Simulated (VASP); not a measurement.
# AlSb4P (P2/m) in VASP: single point with HSE06

Aim: the single point of AlSb4P with HSE06.

All numbers are computed with VASP 6.6.1; they aren't measurements. Logs are shortened: lines on timing, memory, paths and dates and some standing lists are left out, and cuts for length are marked.

## Step 1: The cell of the first run

The structure is monoclinic, space group P2/m (No. 10). Conventional cell: a = 5.207 Å, b = 3.400 Å, c = 5.476 Å, α = 90.00°, β = 92.60°, γ = 90.00°. Within 3.1 Å of Al (site symmetry 2/m) lie 6 Sb at 2.33 to 2.37 Å. Within 2.9 Å of P (site symmetry 2/m) lie 6 Sb at 2.16 to 2.28 Å. Sb (site symmetry m) has 2 P at 2.16 Å and 1 Al at 2.37 Å and 1 Sb at 2.65 Å within 2.9 Å. Sb (site symmetry m) has 1 P at 2.28 Å and 2 Al at 2.33 Å and 12 Sb at 3.09 to 3.43 Å within 3.5 Å.

## Step 2: Single point, HSE06

The input, POSCAR:

```
AlSb4P
1.0
    5.2073860000      0.0000000000      0.0000000000
    0.0000000000      3.4001320000      0.0000000000
    0.2484160000      0.0000000000      5.4704010000
Al P Sb
1 1 4
Direct
    0.0000000000      0.0000000000      0.0000000000
    0.5000000000      0.5000000000      0.5000000000
    0.6900000000      0.0000000000      0.3300000000
    0.3100000000      0.0000000000      0.6700000000
    0.7740000000      0.5000000000      0.8140000000
    0.2260000000      0.5000000000      0.1860000000
```

The input, INCAR.step1:

```
SYSTEM = AlSb4P
  ALGO = Normal
  EDIFF = 1E-5
  ENCUT = 520
  GGA = PE
  ISIF = 2
  ISMEAR = -1
  LASPH = .TRUE.
  LREAL = .FALSE.
  LWAVE = .TRUE.
  NBANDS = 23
  NELM = 80
  PREC = Accurate
  SIGMA = 0.1
```

The input, INCAR.step2:

```
SYSTEM = AlSb4P
  ALGO = Normal
  EDIFF = 1E-7
  ENCUT = 520
  GGA = PE
  HFSCREEN = 0.2079
  ISIF = 2
  ISMEAR = -1
  ISTART = 1
  LASPH = .TRUE.
  LCHARG = .TRUE.
  LELF = .TRUE.
  LHFCALC = .TRUE.
  LREAL = .FALSE.
  LVHAR = .TRUE.
  LWAVE = .FALSE.
  NBANDS = 23
  NELM = 80
  PREC = Accurate
  PRECFOCK = Fast
  SIGMA = 0.1
```

The input, KPOINTS:

```
k-points
0
G
  2 4 2
  0 0 0
```

Potentials or basis: VASP PAW PBE potentials, release 64 (Al, P, Sb).

On the command line:

```bash
$ cat potpaw_PBE.64/Al/POTCAR potpaw_PBE.64/P/POTCAR potpaw_PBE.64/Sb/POTCAR > POTCAR
$ cp INCAR.step1 INCAR
$ mpirun -np 1 vasp_std > vasp.out
$ cp INCAR.step2 INCAR
$ mpirun -np 1 vasp_std > vasp.out
```

OUTCAR:

```text
SYSTEM = AlSb4P
   EDIFF = 1E-7
   ENCUT = 520
   GGA = PE
   HFSCREEN = 0.2079
   ISIF = 2
   ISMEAR = -1
   ISTART = 1
   LASPH = .TRUE.
   LHFCALC = .TRUE.
   LREAL = .FALSE.
   NELM = 80
   PREC = Accurate
   PRECFOCK = Fast

 ion  position               nearest neighbor table
   1  0.000  0.000  0.000-   5 2.33   6 2.33   5 2.33   6 2.33   3 2.37   4 2.37
   2  0.500  0.500  0.500-   3 2.16   4 2.16   3 2.16   4 2.16   5 2.28   6 2.28
   3  0.690  0.000  0.330-   2 2.16   2 2.16   1 2.37   4 2.65   6 3.09   6 3.09   5 3.20   5 3.20
                             5 3.31   5 3.31   6 3.33   6 3.33
   4  0.310  0.000  0.670-   2 2.16   2 2.16   1 2.37   3 2.65   5 3.09   5 3.09   6 3.20   6 3.20
                             6 3.31   6 3.31   5 3.33   5 3.33
   5  0.774  0.500  0.814-   2 2.28   1 2.33   1 2.33   4 3.09   4 3.09   6 3.18   3 3.20   3 3.20
                             3 3.31   3 3.31   4 3.33   4 3.33   6 3.43
   6  0.226  0.500  0.186-   2 2.28   1 2.33   1 2.33   3 3.09   3 3.09   5 3.18   4 3.20   4 3.20
                             4 3.31   4 3.31   3 3.33   3 3.33   5 3.43

  LATTYP: Found a simple monoclinic cell.
 ALAT       =     5.2073860000
 B/A-ratio  =     0.6529441067
 C/A-ratio  =     1.0515906630
 COS(beta)  =    -0.0453641807

  Lattice vectors:

 A1 = (   5.2073860000,   0.0000000000,   0.0000000000)
 A2 = (   0.0000000000,  -3.4001320000,   0.0000000000)
 A3 = (  -0.2484160000,   0.0000000000,  -5.4704010000)

Analysis of symmetry for initial positions (statically):
=====================================================================
 Subroutine PRICEL returns:
 Original cell was already a primitive cell.

 Routine SETGRP: Setting up the symmetry group for a
 simple monoclinic supercell.

 Subroutine GETGRP returns: Found  4 space group operations
 (whereof  4 operations were pure point group operations)
 out of a pool of  4 trial point group operations.

The static configuration has the point symmetry C_2h.

Analysis of symmetry for dynamics (positions and initial velocities):
=====================================================================
 Subroutine PRICEL returns:
 Original cell was already a primitive cell.

 Routine SETGRP: Setting up the symmetry group for a
 simple monoclinic supercell.

 Subroutine GETGRP returns: Found  4 space group operations
 (whereof  4 operations were pure point group operations)
 out of a pool of  4 trial point group operations.

The dynamic configuration has the point symmetry C_2h.

 Subroutine INISYM returns: Found  4 space group operations
 (whereof  4 operations are pure point group operations),
 and found     1 'primitive' translations

----------------------------------------------------------------------------------------

                                     Primitive cell

  volume of cell :      96.8578

  direct lattice vectors                    reciprocal lattice vectors
     5.207386000  0.000000000  0.000000000     0.192034929  0.000000000 -0.008720485
     0.000000000  3.400132000  0.000000000     0.000000000  0.294106229  0.000000000
     0.248416000  0.000000000  5.470401000     0.000000000  0.000000000  0.182801955

  length of vectors
     5.207386000  3.400132000  5.476038496     0.192232830  0.294106229  0.182801955

  position of ions in fractional coordinates (direct lattice)
     0.000000000  0.000000000  0.000000000
     0.500000000  0.500000000  0.500000000
     0.690000000  0.000000000  0.330000000
     0.310000000  0.000000000  0.670000000
     0.774000000  0.500000000  0.814000000
     0.226000000  0.500000000  0.186000000

  ion indices of the primitive-cell ions
   primitive index   ion index
                 1           1
                 2           2
                 3           3
                 4           4
                 5           5
                 6           6

----------------------------------------------------------------------------------------

 KPOINTS: k-points

Automatic generation of k-mesh.
 Grid dimensions read from file:
 generate k-points for:    2    4    2

 Generating k-lattice:

  Cartesian coordinates                     Fractional coordinates (reciprocal lattice)
     0.096017464  0.000000000 -0.004360242     0.500000000  0.000000000  0.000000000
     0.000000000  0.073526557  0.000000000     0.000000000  0.250000000  0.000000000
     0.000000000  0.000000000  0.091400978     0.000000000  0.000000000  0.500000000

  Length of vectors
     0.096116415  0.073526557  0.091400978

  Shift w.r.t. Gamma in fractional coordinates (k-lattice)
     0.000000000  0.000000000  0.000000000

 Subroutine IBZKPT returns following result:
 ===========================================

 Found     12 irreducible k-points:

 Following reciprocal coordinates:
            Coordinates               Weight
  0.000000  0.000000  0.000000      1.000000
  0.500000  0.000000  0.000000      1.000000
  0.000000  0.250000  0.000000      2.000000
  0.500000  0.250000  0.000000      2.000000
  0.000000  0.500000  0.000000      1.000000
  0.500000  0.500000  0.000000      1.000000
  0.000000  0.000000  0.500000      1.000000
  0.500000  0.000000  0.500000      1.000000
  0.000000  0.250000  0.500000      2.000000
  0.500000  0.250000  0.500000      2.000000
  0.000000  0.500000  0.500000      1.000000
  0.500000  0.500000  0.500000      1.000000
   k-points           NKPTS =     12   k-points in BZ     NKDIM =     16   number of bands    NBANDS=     23
   number of dos      NEDOS =    301   number of ions     NIONS =      6
   total plane-waves  NPLWV =  47040
   dimension x,y,z NGX =    40 NGY =   28 NGZ =   42
   dimension x,y,z NGXF=    80 NGYF=   56 NGZF=   84
   ions per type =               1   1   4
   NGX,Y,Z   is equivalent  to a cutoff of  12.77, 13.69, 12.75 a.u.
   NGXF,Y,Z  is equivalent  to a cutoff of  25.54, 27.38, 25.50 a.u.
 SYSTEM =  AlSb4P
   PREC   = accura    normal or accurate (medium, high low for compatibility)
   ISTART =      1    job   : 0-new  1-cont  2-samecut
   ICHARG =      0    charge: 1-file 2-atom 10-const
   ISPIN  =      1    spin polarized calculation?
   LNONCOLLINEAR =      F non collinear calculations
   LSORBIT =      F    spin-orbit coupling
   LASPH  =      T    aspherical Exc in radial PAW
   ENCUT  =  520.0 eV  38.22 Ry    6.18 a.u.   9.68  6.32 10.18*2*pi/ulx,y,z
   NELM   =     80;   NELMIN=  2; NELMDL=  0     # of ELM steps
   EDIFF  = 0.1E-06   stopping-criterion for ELM
   LREAL  =      F    real-space projection
   EDIFFG = 0.1E-05   stopping-criterion for IOM
   NSW    =      0    number of steps for IOM
   IBRION =     -1    ionic relax: 0-MD 1-quasi-New 2-CG
   NFREE  =      0    steps in history (QN), initial steepest desc. (CG)
   ISIF   =      2    stress and relaxation
   ISYM   =      3    0-nonsym 1-usesym 2-fastsym
   POTIM  = 0.5000    time-step for ionic-motion
   TEBEG  =    0.0;   TEEND  =   0.0 temperature during run
   PSTRESS=    0.0 pullay stress
   NELECT =      28.0000    total number of electrons
   NUPDOWN=      -1.0000    fix difference up-down
   EMIN   =  10.00;   EMAX   =-10.00  energy-range for DOS
   EFERMI =   0.00;   METHOD = LEGACY
   ISMEAR =    -1;   SIGMA  =   0.10  broadening in eV -4-tet -1-fermi 0-gaus
   EFERMI_NEDOS =   21; number of points for ismear=-14 and -15
   IALGO  =     38    algorithm
   IMIX   =      1    mixing-type and parameters
     AMIX     =   0.40;   BMIX     =  1.00
     AMIX_MAG =   1.60;   BMIX_MAG =  1.00
  volume/ion in A,a.u.               =      16.14       108.94
  Fermi-wavevector in a.u.,A,eV,Ry     =   1.082470  2.045572 15.942513  1.171742
  Thomas-Fermi vector in A             =   2.218512
   LORBIT       =      0    0 simple, 1 ext, 2 COOP (PROOUT), +10 PAW based schemes
   GGA     = PE    functional components
   LHFCALC =     T    Hartree Fock is set to
   PRECFOCK=fast      Normal, Fast or Accurate (Low or Medium for compatibility)
   ENCUT4O =  -1.0   cutoff for four orbital integrals eV
   NKREDX  =     1    reduce k-point grid by
   NKREDY  =     1    reduce k-point grid by
   NKREDZ  =     1    reduce k-point grid by
   AEXX    =    0.2500 exact exchange contribution
   HFSCREEN=    0.2079 screening length (either q_TF or 0.3 A-1)
   HFSCREENC=   0.2079 screening length for correlation (either q_TF or 0.3 A-1)
   ENCUTFOCK=  -1.0 apply spherical cutoff to Coloumb kernel
   IVDW    =     0    specifies the selected vdW correction
   LEPSILON=     F    determine dielectric tensor
   LRPA    =     F    only Hartree local field effects (RPA)
 non-spin polarized calculation
  energy-cutoff  :      520.00
  volume of cell :       96.86
 maximum number of plane-waves:      2626
 NGX is ok and might be reduce to    40
  NGX = 24; NGY = 14; NGZ = 24

 number of electron      28.0000001 magnetization

 Free energy of the ion-electron system (eV)
  ---------------------------------------------------
  ext. energy  EPLUGINS =         0.00000000
  ---------------------------------------------------
  free energy    TOTEN  =       -14.48946186 eV

  energy without entropy =      -14.41907781  energy(sigma->0) =      -14.45426984

 E-fermi :  13.8958     XC(G=0):  -9.6614

 val. band max:       13.7304893102   @ k =   0.0000   0.0000   0.5000
 cond. band min:      13.9104136458   @ k =   0.5000   0.0000   0.0000
 fundamental gap:      0.1799243356
 Fermi energy:        13.8958104981

 k-point     1 :       0.0000    0.0000    0.0000
  band No.  band energies     occupation
      1      -7.0807      2.00000
      2      -0.9834      2.00000
      3      -0.0279      2.00000
      4       0.5731      2.00000
      5       5.4955      2.00000
      6       5.7970      2.00000
[... 15 lines left out ...]
     22      20.8417      0.00000
     23      21.1218      0.00000

 k-point     2 :       0.5000    0.0000    0.0000
  band No.  band energies     occupation
      1      -6.8444      2.00000
      2      -2.3609      2.00000
      3       0.6336      2.00000
      4       1.8962      2.00000
      5       3.1635      2.00000
      6       3.6442      2.00000
[... 15 lines left out ...]
     22      18.9451      0.00000
     23      19.8915      0.00000
[... 232 lines left out ...]
     22      19.9718      0.00000
     23      20.0568      0.00000

 k-point    12 :       0.5000    0.5000    0.5000
  band No.  band energies     occupation
      1      -3.5043      2.00000
      2      -2.4369      2.00000
      3       1.2722      2.00000
      4       1.7159      2.00000
      5       2.5765      2.00000
      6       3.2063      2.00000
[... 15 lines left out ...]
     22      19.1254      0.00000
     23      19.2866      0.00000

------------------------ aborting loop because EDIFF is reached ----------------------------------------

  FORCE on cell =-STRESS in cart. coord.  units (eV):
  Direction    XX          YY          ZZ          XY          YZ          ZX
  --------------------------------------------------------------------------------------
  -------------------------------------------------------------------------------------
  Total       54.0162471     71.2486921     53.4184563      0.0000000      0.0000000     -5.3747954
  in kB      893.5117711   1178.5629041    883.6233923      0.0000000      0.0000000    -88.9073783
  external PRESSURE =     985.2326892 kB  Pullay stress =       0.0000000 kB

 VOLUME and BASIS-vectors are now :
 -----------------------------------------------------------------------------
  energy-cutoff  :      520.00
  volume of cell :       96.86
      direct lattice vectors                 reciprocal lattice vectors
     5.207386000  0.000000000  0.000000000     0.192034929  0.000000000 -0.008720485
     0.000000000  3.400132000  0.000000000     0.000000000  0.294106229  0.000000000
     0.248416000  0.000000000  5.470401000     0.000000000  0.000000000  0.182801955

 POSITION                                       TOTAL-FORCE (eV/Angst)
 -----------------------------------------------------------------------------------
      0.00000      0.00000      0.00000         0.000000      0.000000      0.000000
      2.72790      1.70007      2.73520         0.000000      0.000000      0.000000
      3.67507      0.00000      1.80523         7.653887      0.000000     -6.287951
      1.78073      0.00000      3.66517        -7.653887      0.000000      6.287951
      4.23273      1.70007      4.45291        -0.468648      0.000000      0.394615
      1.22307      1.70007      1.01749         0.468648      0.000000     -0.394615
 -----------------------------------------------------------------------------------
    total drift:                                0.000000     -0.000000      0.000000

  FREE ENERGIE OF THE ION-ELECTRON SYSTEM (eV)
  ---------------------------------------------------
  free  energy   TOTEN  =       -14.4894618632 eV

  energy  without entropy=      -14.4190778127  energy(sigma->0) =      -14.45426984
```

Wall time 8.9 min (1 thread of Intel Xeon Platinum 8488C (Sapphire Rapids), shared host); peak memory 0.33 GiB.

What came out:

- Free energy: -14.4895 eV
- Pressure: 98.5 GPa
- Largest force: 9.906 eV/Å
- Band gap on the k mesh: zero (bands 14 and 15 overlap by 2.97 eV)

Forces in eV/Å, atoms in the order of the input:
```
Al   0.000  0.000  0.000
P    0.000  0.000  0.000
Sb   7.654  0.000 -6.288
Sb  -7.654  0.000  6.288
Sb  -0.469  0.000  0.395
Sb   0.469  0.000 -0.395
```

Stress tensor (GPa, compression positive):
```
 89.35   0.00  -8.89
  0.00 117.86   0.00
 -8.89   0.00  88.36
```

Levels at points of the mesh, in eV from the Fermi level:
| k point | band 10 | band 11 | band 12 | band 13 | band 14 | band 15 | band 16 | band 17 | band 18 | band 19 |
| --- | --- | --- | --- | --- | --- | --- | --- | --- | --- | --- |
| (0.00, 0.00, 0.00) | -4.25 | -2.78 | -1.30 | -0.46 | 0.47 | 1.78 | 2.10 | 2.67 | 4.33 | 6.01 |
| (0.50, 0.00, 0.00) | -3.16 | -2.56 | -2.11 | 0.01 | 0.41 | 1.18 | 1.42 | 2.45 | 2.95 | 4.11 |
| (0.00, 0.50, 0.00) | -4.68 | -3.99 | -3.55 | -3.21 | -2.74 | -2.12 | -2.08 | 0.33 | 1.31 | 7.02 |
| (0.50, 0.50, 0.00) | -6.81 | -5.17 | -5.04 | 0.03 | 0.26 | 0.45 | 1.63 | 2.65 | 4.06 | 4.14 |
| (0.00, 0.00, 0.50) | -3.78 | -2.89 | -2.26 | -0.17 | 0.85 | 1.06 | 1.58 | 2.13 | 2.40 | 4.53 |
| (0.50, 0.00, 0.50) | -2.43 | -1.78 | -1.65 | -0.96 | -0.93 | -0.84 | -0.48 | -0.34 | 2.86 | 3.27 |
| (0.00, 0.50, 0.50) | -6.45 | -4.53 | -4.27 | -2.00 | -1.18 | 0.77 | 1.08 | 1.86 | 2.65 | 3.88 |
| (0.50, 0.50, 0.50) | -2.97 | -2.46 | -2.37 | -1.55 | -0.73 | 0.38 | 0.51 | 1.27 | 4.03 | 4.14 |

Caveat: the k points lie up to 0.60 Å⁻¹ apart, too coarse for converged energies and pressures of a metal; the PAW data sets were made with another functional, which shifts forces and pressure a little; spin-orbit coupling is left out, which moves the levels of the heavy elements.

The gap in the log of VASP goes by the Fermi energy; the results here count the filled bands.